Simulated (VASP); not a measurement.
# ZrSi11O24 (a cell with a defect) in VASP: notebook

ZrSi11O24 (a cell with a defect) is run at these levels: PBEsol, r2SCAN; tasks: single point.

Everything below comes from runs of VASP 6.6.1. Logs are shortened: lines on timing, memory, paths and dates and some standing lists are left out, and cuts for length are marked.

### Step 1. The cell of the first run

The cell holds a defect, 72 atoms: a = 8.389 Å, b = 8.389 Å, c = 8.036 Å, α = 90.00°, β = 90.00°, γ = 90.00°.

### Step 2. Single point, PBEsol

The input, INCAR:

```
PREC = Accurate ; ENCUT = 520
EDIFF = 1E-6 ; ISMEAR = -1
SIGMA = 0.05 ; LREAL = Auto
LASPH = T ; NELM = 120
ALGO = Normal ; ISIF = 2
LWAVE = F ; LCHARG = F
GGA = PS ; NBANDS = 242
ISYM = -1 ; GGA_COMPAT = F
```

The input, KPOINTS:

```
explicit points
1
Reciprocal
  0.25000000   0.25000000   0.25000000 1
```

The input, POSCAR:

```
ZrSi11O24
1.0
    8.3886930000      0.0000000000      0.0000000000
    0.0000000000      8.3886930000      0.0000000000
    0.0000000000      0.0000000000      8.0356430000
Zr Si O
2 22 48
Direct
    0.9763320000      0.0238530000      0.0003110000
    0.4762900000      0.5238670000      0.3331510000
    0.0010220000      0.9991180000      0.3409450000
    0.0028650000      0.9972600000      0.6608040000
    0.0036300000      0.4988970000      0.9989840000
    0.0012500000      0.4965170000      0.3344770000
    0.0013160000      0.4988390000      0.6667350000
    0.5012590000      0.9965280000      0.9989850000
    0.5036290000      0.9988910000      0.3344780000
    0.5013060000      0.9988300000      0.6667300000
    0.5010370000      0.4991140000      0.9925210000
    0.5028860000      0.4972690000      0.6726640000
    0.2537020000      0.2464640000      0.1667350000
    0.2466990000      0.2410660000      0.5016030000
    0.2590970000      0.2534450000      0.8318500000
    0.2441630000      0.7559930000      0.1625350000
    0.2472800000      0.7528390000      0.5063470000
    0.2476880000      0.7524820000      0.8316100000
    0.7441500000      0.2559790000      0.1709280000
    0.7476650000      0.2524670000      0.5018560000
    0.7473160000      0.2528560000      0.8271050000
    0.7536910000      0.7464610000      0.1667300000
    0.7590880000      0.7534460000      0.5016120000
    0.7466900000      0.7410620000      0.8318650000
    0.1692380000      0.1616170000      0.9977750000
    0.1511280000      0.1461810000      0.3335130000
    0.1563220000      0.1506730000      0.6683090000
    0.1450380000      0.6592310000      0.9965800000
    0.1659140000      0.6429800000      0.3348210000
    0.1483730000      0.6537610000      0.6688780000
    0.6659000000      0.1429810000      0.9986270000
    0.6450460000      0.1592140000      0.3368710000
    0.6483910000      0.1537430000      0.6645810000
    0.6511180000      0.6461890000      0.9999270000
    0.6692500000      0.6615950000      0.3356820000
    0.6563180000      0.6506540000      0.6651250000
    0.3539780000      0.3490180000      0.9999420000
    0.3385560000      0.3309210000      0.3356870000
    0.3494840000      0.3438260000      0.6651500000
    0.3409400000      0.8551020000      0.9965970000
    0.3571730000      0.8342270000      0.3348390000
    0.3464040000      0.8517510000      0.6688820000
    0.8571800000      0.3342080000      0.9986380000
    0.8409410000      0.3550850000      0.3368770000
    0.8463980000      0.3517670000      0.6645880000
    0.8385450000      0.8309080000      0.9977830000
    0.8539760000      0.8490130000      0.3335450000
    0.8494930000      0.8438250000      0.6683450000
    0.0994120000      0.4007530000      0.1667270000
    0.0970470000      0.3988110000      0.5008460000
    0.1013510000      0.4031220000      0.8326200000
    0.1009940000      0.8991210000      0.1829560000
    0.0998650000      0.9002940000      0.4997900000
    0.0993860000      0.9008290000      0.8189970000
    0.6010380000      0.3991740000      0.1505170000
    0.5993320000      0.4007660000      0.5144630000
    0.5998720000      0.4002860000      0.8336790000
    0.5994000000      0.9007560000      0.1667340000
    0.6013460000      0.9030970000      0.5008610000
    0.5970460000      0.8988040000      0.8326040000
    0.4062260000      0.0939250000      0.1667340000
    0.4006900000      0.0904220000      0.4994900000
    0.4097250000      0.0994570000      0.8339670000
    0.3913010000      0.6088820000      0.1293740000
    0.3933570000      0.6067220000      0.5373450000
    0.4042590000      0.5958950000      0.8319710000
    0.8912470000      0.1088190000      0.2040860000
    0.9042460000      0.0958910000      0.5014930000
    0.8934170000      0.1067760000      0.7961200000
    0.9062210000      0.5939160000      0.1667280000
    0.9097330000      0.5994540000      0.4994890000
    0.9006780000      0.5904130000      0.8339780000
```

Potentials or basis: VASP PAW PBE potentials, release 64 (Zr_sv, Si, O).

Started as:

```bash
$ cat potpaw_PBE.64/Zr_sv/POTCAR potpaw_PBE.64/Si/POTCAR potpaw_PBE.64/O/POTCAR > POTCAR
$ mpirun -np 1 vasp_std > vasp.out
```

OUTCAR:

```text
PREC = Accurate
   ENCUT = 520
   EDIFF = 1E-6
   ISMEAR = -1
   LREAL = Auto
   LASPH = T
   NELM = 120
   ISIF = 2
   GGA = PS
   ISYM = -1

 ion  position               nearest neighbor table
   1  0.976  0.024  0.000-  69 1.91  67 1.92  25 1.99  46 1.99  54 2.06  52 2.08   4 2.75   3 2.75
                            43 2.79  31 2.79  21 3.05  19 3.08  13 3.27  22 3.27  15 3.34  24 3.34
   2  0.476  0.524  0.333-  65 1.91  64 1.92  38 1.99  35 1.99  56 2.06  55 2.08  12 2.75  11 2.75
                            41 2.79  29 2.79  17 3.05  16 3.08  13 3.27  22 3.27  23 3.34  14 3.34
   3  0.001  0.999  0.341-  67 1.70  68 1.73  53 1.73  52 1.74  47 1.76  26 1.76   4 2.57   1 2.75

   4  0.003  0.997  0.661-  69 1.69  54 1.71  53 1.73  68 1.73  48 1.82  27 1.82   3 2.57   1 2.75

   5  0.004  0.499  0.999-  72 1.76  51 1.76  70 1.77  49 1.77  28 1.79  43 1.85   7 2.67   6 2.70
[... 85 lines left out ...]
  71  0.910  0.599  0.499-   6 1.76   7 1.76  23 1.81
  72  0.901  0.590  0.834-   5 1.76   7 1.76  24 1.81

IMPORTANT INFORMATION: All symmetrisations will be switched off!
NOSYMM: (Re-)initialisation of all symmetry stuff for point group C_1.

----------------------------------------------------------------------------------------

                                     Primitive cell

  volume of cell :     565.4696

  direct lattice vectors                    reciprocal lattice vectors
     8.388693000  0.000000000  0.000000000     0.119208082  0.000000000  0.000000000
     0.000000000  8.388693000  0.000000000     0.000000000  0.119208082  0.000000000
     0.000000000  0.000000000  8.035643000     0.000000000  0.000000000  0.124445548

  length of vectors
     8.388693000  8.388693000  8.035643000     0.119208082  0.119208082  0.124445548

  position of ions in fractional coordinates (direct lattice)
     0.976332000  0.023853000  0.000311000
     0.476290000  0.523867000  0.333151000
     0.001022000  0.999118000  0.340945000
     0.002865000  0.997260000  0.660804000
     0.003630000  0.498897000  0.998984000
     0.001250000  0.496517000  0.334477000
[... 64 lines left out ...]
     0.909733000  0.599454000  0.499489000
     0.900678000  0.590413000  0.833978000

  ion indices of the primitive-cell ions
   primitive index   ion index
                 1           1
                 2           2
                 3           3
                 4           4
                 5           5
                 6           6
[... 64 lines left out ...]
                71          71
                72          72

----------------------------------------------------------------------------------------
[... 34 lines left out ...]
   ISIF   =      2    stress and relaxation
   ISYM   =     -1    0-nonsym 1-usesym 2-fastsym
   POTIM  = 0.5000    time-step for ionic-motion
   TEBEG  =    0.0;   TEEND  =   0.0 temperature during run
   PSTRESS=    0.0 pullay stress
   NELECT =     400.0000    total number of electrons
   NUPDOWN=      -1.0000    fix difference up-down
   EMIN   =  10.00;   EMAX   =-10.00  energy-range for DOS
   EFERMI =   0.00;   METHOD = LEGACY
   ISMEAR =    -1;   SIGMA  =   0.05  broadening in eV -4-tet -1-fermi 0-gaus
   EFERMI_NEDOS =   21; number of points for ismear=-14 and -15
   IALGO  =     38    algorithm
   IMIX   =      4    mixing-type and parameters
     AMIX     =   0.40;   BMIX     =  1.00
     AMIX_MAG =   1.60;   BMIX_MAG =  1.00
  volume/ion in A,a.u.               =       7.85        53.00
  Fermi-wavevector in a.u.,A,eV,Ry     =   1.458675  2.756495 28.949545  2.127732
  Thomas-Fermi vector in A             =   2.575331
   LORBIT       =      0    0 simple, 1 ext, 2 COOP (PROOUT), +10 PAW based schemes
   GGA     = PS    functional components
   LHFCALC =     F    Hartree Fock is set to
   AEXX    =    0.0000 exact exchange contribution
   IVDW    =     0    specifies the selected vdW correction
   LEPSILON=     F    determine dielectric tensor
   LRPA    =     F    only Hartree local field effects (RPA)
 non-spin polarized calculation
  energy-cutoff  :      520.00
  volume of cell :      565.47
 maximum number of plane-waves:     15222
 NGX is ok and might be reduce to    64
   NGX = 31   NGY = 31   NGZ = 29

 number of electron     399.9999953 magnetization

 Free energy of the ion-electron system (eV)
  ---------------------------------------------------
  ext. energy  EPLUGINS =         0.00000000
  ---------------------------------------------------
  free energy    TOTEN  =      -591.89120011 eV

  energy without entropy =     -591.89120011  energy(sigma->0) =     -591.89120011

 E-fermi :   9.4528     XC(G=0): -12.5850

 val. band max:        8.0955622284   @ k =   0.2500   0.2500   0.2500
 cond. band min:      12.7249853573   @ k =   0.2500   0.2500   0.2500
 fundamental gap:      4.6294231289
 Fermi energy:         9.4527959049

 k-point     1 :       0.2500    0.2500    0.2500
  band No.  band energies     occupation
      1     -39.2106      2.00000
      2     -39.2103      2.00000
      3     -18.4127      2.00000
      4     -18.4112      2.00000
      5     -17.8905      2.00000
      6     -17.8902      2.00000
[... 204 lines left out ...]
    211      15.7809      0.00000
    212      15.8748      0.00000
 [bands above 212 left out]

------------------------ aborting loop because EDIFF is reached ----------------------------------------

  FORCE on cell =-STRESS in cart. coord.  units (eV):
  Direction    XX          YY          ZZ          XY          YZ          ZX
  --------------------------------------------------------------------------------------
  -------------------------------------------------------------------------------------
  Total       45.0589571     45.0678241     80.0118964     14.5504522      0.1484125      0.1480994
  in kB      127.6681256    127.6932490    226.7022918     41.2266301      0.4205057      0.4196186
  external PRESSURE =     160.6878888 kB  Pullay stress =       0.0000000 kB

 VOLUME and BASIS-vectors are now :
 -----------------------------------------------------------------------------
  energy-cutoff  :      520.00
  volume of cell :      565.47
      direct lattice vectors                 reciprocal lattice vectors
     8.388693000  0.000000000  0.000000000     0.119208082  0.000000000  0.000000000
     0.000000000  8.388693000  0.000000000     0.000000000  0.119208082  0.000000000
     0.000000000  0.000000000  8.035643000     0.000000000  0.000000000  0.124445548

 POSITION                                       TOTAL-FORCE (eV/Angst)
 -----------------------------------------------------------------------------------
      8.19015      0.20010      0.00250         0.040758     -0.042835      0.011030
      3.99545      4.39456      2.67708         0.044339     -0.045519     -0.009188
      0.00857      8.38129      2.73971         0.006387     -0.006788     -0.030585
      0.02403      8.36571      5.30999         0.001481     -0.001478      0.017583
      0.03045      4.18509      8.02748        -0.002588     -0.002182      0.006882
      0.01049      4.16513      2.68774         0.002346      0.001309     -0.007666
[... 64 lines left out ...]
      7.63147      5.02864      4.01372        -0.019044      0.022285     -0.001622
      7.55551      4.95279      6.70155        -0.022633      0.019012      0.001256
 -----------------------------------------------------------------------------------
    total drift:                               -0.016137      0.017626      0.007511

  FREE ENERGIE OF THE ION-ELECTRON SYSTEM (eV)
  ---------------------------------------------------
  free  energy   TOTEN  =      -591.8912001069 eV

  energy  without entropy=     -591.8912001069  energy(sigma->0) =     -591.89120011
```

Wall time 3.5 min (1 thread of Intel Xeon Platinum 8488C (Sapphire Rapids), shared host); peak memory 0.57 GiB.

Results:

```yaml
Free_energy: -591.8912 eV
Pressure: 16.1 GPa
Largest_force: 0.075 eV/Å
Band_gap_on_the_k_mesh: 4.63 eV
```

Forces in eV/Å, atoms in the order of the input:
```
Zr   0.041 -0.043  0.011
Zr   0.044 -0.046 -0.009
Si   0.006 -0.007 -0.031
Si   0.001 -0.001  0.018
Si  -0.003 -0.002  0.007
Si   0.002  0.001 -0.008
Si  -0.002  0.002 -0.001
Si   0.002  0.002  0.007
Si  -0.002 -0.001 -0.007
Si  -0.001  0.003 -0.001
Si   0.005 -0.006  0.031
Si   0.004 -0.003 -0.019
Si   0.002 -0.004 -0.002
Si   0.015  0.010  0.004
Si  -0.012 -0.014 -0.004
Si   0.010 -0.009 -0.006
Si  -0.007  0.007 -0.010
Si   0.016 -0.017  0.013
Si   0.010 -0.010  0.005
Si   0.017 -0.017 -0.014
Si  -0.008  0.006  0.013
Si   0.002 -0.003  0.000
Si  -0.010 -0.015  0.005
Si   0.015  0.011 -0.007
O   -0.026 -0.028 -0.015
O   -0.008 -0.016 -0.009
O   -0.032 -0.024  0.025
O   -0.019 -0.030 -0.002
O   -0.018 -0.015 -0.001
O   -0.028 -0.032  0.002
O   -0.018 -0.015  0.000
O   -0.020 -0.030  0.000
O   -0.028 -0.032 -0.002
O   -0.009 -0.017  0.009
O   -0.026 -0.026  0.015
O   -0.030 -0.023 -0.023
O    0.017  0.008  0.009
O    0.028  0.026  0.015
O    0.025  0.033 -0.023
O    0.029  0.019 -0.001
O    0.016  0.018  0.000
O    0.032  0.029  0.003
O    0.015  0.019  0.000
O    0.029  0.020  0.002
O    0.033  0.030 -0.001
O    0.029  0.028 -0.014
O    0.015  0.008 -0.009
O    0.025  0.031  0.024
O    0.020 -0.022  0.000
O    0.026 -0.027  0.001
O    0.027 -0.028 -0.002
O   -0.006  0.005 -0.008
O    0.017 -0.018 -0.010
O    0.019 -0.020  0.023
O   -0.006  0.006  0.008
O    0.016 -0.017 -0.024
O    0.017 -0.018  0.009
O    0.020 -0.022  0.000
O    0.028 -0.028  0.002
O    0.027 -0.027 -0.001
O   -0.019  0.020  0.000
O   -0.023  0.018 -0.002
O   -0.019  0.022  0.002
O   -0.041  0.041 -0.041
O   -0.045  0.044  0.040
O   -0.048  0.049  0.002
O   -0.041  0.041  0.038
O   -0.048  0.048 -0.001
O   -0.044  0.043 -0.038
O   -0.019  0.021  0.000
O   -0.019  0.022 -0.002
O   -0.023  0.019  0.001
```

Caveat: the PAW data sets were made with another functional, which shifts forces and pressure a little.

### Step 3. Single point, r2SCAN

POSCAR is that of step 2.

The input, INCAR.step1:

```
ALGO = Normal
EDIFF = 1E-5
ENCUT = 580
GGA = PE
GGA_COMPAT = False
ISMEAR = -1
ISYM = -1
LASPH = True
LCHARG = False
LREAL = Auto
LWAVE = True
NBANDS = 242
NELM = 120
PREC = Accurate
SIGMA = 0.05
```

The input, INCAR.step2:

```
ALGO = Normal
EDIFF = 1E-6
ENCUT = 580
GGA_COMPAT = False
ISIF = 2
ISMEAR = -1
ISTART = 1
ISYM = -1
LASPH = True
LCHARG = False
LMIXTAU = True
LREAL = Auto
LWAVE = False
METAGGA = R2SCAN
NBANDS = 242
NELM = 120
PREC = Accurate
SIGMA = 0.05
```

KPOINTS is that of step 2.

Potentials or basis: VASP PAW PBE potentials, release 64 (Zr_sv, Si, O).

Started as:

```bash
$ cat potpaw_PBE.64/Zr_sv/POTCAR potpaw_PBE.64/Si/POTCAR potpaw_PBE.64/O/POTCAR > POTCAR
$ cp INCAR.step1 INCAR
$ mpirun -np 1 vasp_std > vasp.out
$ cp INCAR.step2 INCAR
$ mpirun -np 1 vasp_std > vasp.out
```

Wall time 12 min (1 thread of Intel Xeon Platinum 8488C (Sapphire Rapids), shared host); peak memory 0.8 GiB.

It converged, with:

- Free energy: -731.4432 eV
- Pressure: 13.8 GPa
- Largest force: 0.273 eV/Å
- Band gap on the k mesh: 5.31 eV

Forces on the atoms (eV/Å):
```
Zr   0.099 -0.103 -0.012
Zr   0.097 -0.096 -0.002
Si  -0.023  0.022  0.013
Si  -0.027  0.029  0.027
Si  -0.003  0.036 -0.007
Si  -0.034 -0.001  0.008
Si  -0.016  0.014  0.000
Si  -0.036  0.002 -0.007
Si   0.000  0.035  0.009
Si  -0.014  0.015  0.000
Si  -0.020  0.020 -0.012
Si  -0.029  0.030 -0.026
Si   0.029 -0.029 -0.001
Si   0.031 -0.001 -0.017
Si  -0.001 -0.031  0.021
Si  -0.018  0.019 -0.067
Si   0.007 -0.006  0.078
Si  -0.046  0.045 -0.008
Si  -0.018  0.018  0.064
Si  -0.045  0.046  0.009
Si   0.008 -0.009 -0.076
Si   0.029 -0.029  0.000
Si   0.001 -0.031 -0.017
Si   0.032 -0.001  0.018
O    0.177  0.204  0.030
O    0.015  0.016  0.033
O    0.041  0.048 -0.066
O    0.038 -0.010 -0.002
O   -0.026  0.076  0.001
O    0.028  0.013  0.003
O   -0.027  0.076  0.000
O    0.038 -0.009  0.000
O    0.029  0.014 -0.002
O    0.015  0.016 -0.032
O    0.176  0.205 -0.031
O    0.042  0.049  0.065
O   -0.016 -0.015 -0.032
O   -0.205 -0.178 -0.030
O   -0.048 -0.041  0.065
O    0.010 -0.038 -0.002
O   -0.075  0.026  0.001
O   -0.012 -0.028  0.002
O   -0.076  0.028  0.001
O    0.008 -0.038  0.001
O   -0.014 -0.028 -0.003
O   -0.204 -0.175  0.030
O   -0.016 -0.015  0.034
O   -0.049 -0.042 -0.067
O   -0.027  0.026  0.001
O   -0.025  0.026 -0.005
O   -0.025  0.024  0.006
O    0.101 -0.100  0.160
O   -0.028  0.027  0.001
O    0.065 -0.065 -0.185
O    0.101 -0.103 -0.161
O    0.063 -0.062  0.183
O   -0.027  0.027 -0.003
O   -0.026  0.025  0.000
O   -0.027  0.026 -0.005
O   -0.026  0.025  0.006
O    0.034 -0.035  0.000
O    0.034 -0.026  0.002
O    0.024 -0.033  0.000
O   -0.062  0.062 -0.091
O   -0.065  0.065  0.091
O    0.046 -0.046  0.012
O   -0.061  0.062  0.090
O    0.048 -0.047 -0.009
O   -0.064  0.064 -0.090
O    0.035 -0.035  0.000
O    0.024 -0.034  0.002
O    0.034 -0.024  0.000
```

Stress tensor (GPa, compression positive):
```
10.71  4.49  0.04
 4.49 10.71  0.03
 0.04  0.03 20.11
```

Levels at points of the mesh, in eV from the valence-band top:
```csv
k point,band 197,band 198,band 199,band 200,band 201,band 202,band 203,band 204
"(0.25, 0.25, 0.25)",-0.71,-0.59,-0.47,0.00,5.31,5.42,5.56,5.60
```

Caveat: the PAW data sets were made with another functional, which shifts forces and pressure a little.

### Step 4. Single point, PBEsol

The input, INCAR:

```
PREC = Accurate ; ENCUT = 520
EDIFF = 1E-6 ; ISMEAR = -1
SIGMA = 0.05 ; LREAL = Auto
LASPH = T ; NELM = 60
ALGO = Normal ; ISIF = 2
LWAVE = F ; LCHARG = F
GGA = PS ; NBANDS = 242
ISYM = 0
```

The input, KPOINTS:

```
Automatic mesh
0
Gamma
  1 1 1
  0.25 0.25 0.25
```

POSCAR is that of step 3.

Started as:

```bash
$ cat potpaw_PBE.64/Zr_sv/POTCAR potpaw_PBE.64/Si/POTCAR potpaw_PBE.64/O/POTCAR > POTCAR
$ mpirun -np 1 vasp_std > vasp.out
```

Wall time 15 min (1 thread of Oxide Virtual Turin-like, shared host); peak memory 0.71 GiB.

The run converged. Its results:

- Free energy: -591.8914 eV
- Pressure: 16.1 GPa
- Largest force: 0.076 eV/Å
- Band gap on the k mesh: 4.63 eV

Forces on the atoms (eV/Å):
```
Zr   0.042 -0.048  0.009
Zr   0.049 -0.046 -0.007
Si   0.008 -0.009 -0.032
Si   0.004  0.001  0.019
Si  -0.003 -0.002  0.008
Si   0.002  0.001 -0.009
Si  -0.002  0.002 -0.001
Si   0.002  0.002  0.007
Si  -0.002 -0.001 -0.006
Si  -0.001  0.003 -0.001
Si   0.008 -0.008  0.032
Si   0.001 -0.005 -0.020
Si   0.001 -0.003 -0.002
Si   0.014  0.010  0.004
Si  -0.012 -0.013 -0.003
Si   0.009 -0.011 -0.006
Si  -0.005  0.008 -0.010
Si   0.015 -0.018  0.013
Si   0.011 -0.009  0.005
Si   0.018 -0.015 -0.014
Si  -0.009  0.004  0.013
Si   0.003 -0.003  0.000
Si  -0.009 -0.014  0.003
Si   0.015  0.010 -0.004
O   -0.026 -0.025 -0.013
O   -0.006 -0.013 -0.007
O   -0.031 -0.024  0.026
O   -0.017 -0.029 -0.001
O   -0.018 -0.016  0.000
O   -0.027 -0.031  0.004
O   -0.019 -0.013  0.001
O   -0.021 -0.030  0.002
O   -0.027 -0.031  0.000
O   -0.005 -0.013  0.009
O   -0.029 -0.025  0.016
O   -0.029 -0.021 -0.021
O    0.014  0.006  0.008
O    0.024  0.026  0.013
O    0.025  0.033 -0.024
O    0.029  0.020 -0.002
O    0.014  0.018 -0.001
O    0.032  0.028  0.000
O    0.015  0.019  0.000
O    0.028  0.019  0.001
O    0.032  0.029 -0.003
O    0.027  0.031 -0.014
O    0.011  0.005 -0.010
O    0.023  0.030  0.022
O    0.021 -0.022  0.000
O    0.028 -0.028  0.003
O    0.029 -0.030 -0.004
O   -0.007  0.010 -0.001
O    0.014 -0.016 -0.013
O    0.018 -0.023  0.024
O   -0.010  0.007  0.002
O    0.019 -0.016 -0.024
O    0.015 -0.016  0.013
O    0.022 -0.024  0.000
O    0.028 -0.027  0.000
O    0.027 -0.027  0.000
O   -0.019  0.021  0.000
O   -0.022  0.018 -0.002
O   -0.019  0.022  0.002
O   -0.038  0.036 -0.044
O   -0.044  0.047  0.040
O   -0.046  0.047  0.005
O   -0.035  0.038  0.041
O   -0.046  0.047 -0.005
O   -0.047  0.042 -0.038
O   -0.019  0.021  0.000
O   -0.020  0.023 -0.001
O   -0.023  0.020  0.000
```

Stress tensor (GPa, compression positive):
```
12.77  4.15  0.00
 4.15 12.77  0.00
 0.00  0.00 22.65
```

Levels at points of the mesh, in eV from the valence-band top:
| k point | band 198 | band 199 | band 200 | band 201 | band 202 | band 203 |
| --- | --- | --- | --- | --- | --- | --- |
| (0.25, 0.25, 0.25) | -0.59 | -0.47 | 0.00 | 4.63 | 4.74 | 4.92 |

Caveat: the PAW data sets were made with another functional, which shifts forces and pressure a little.
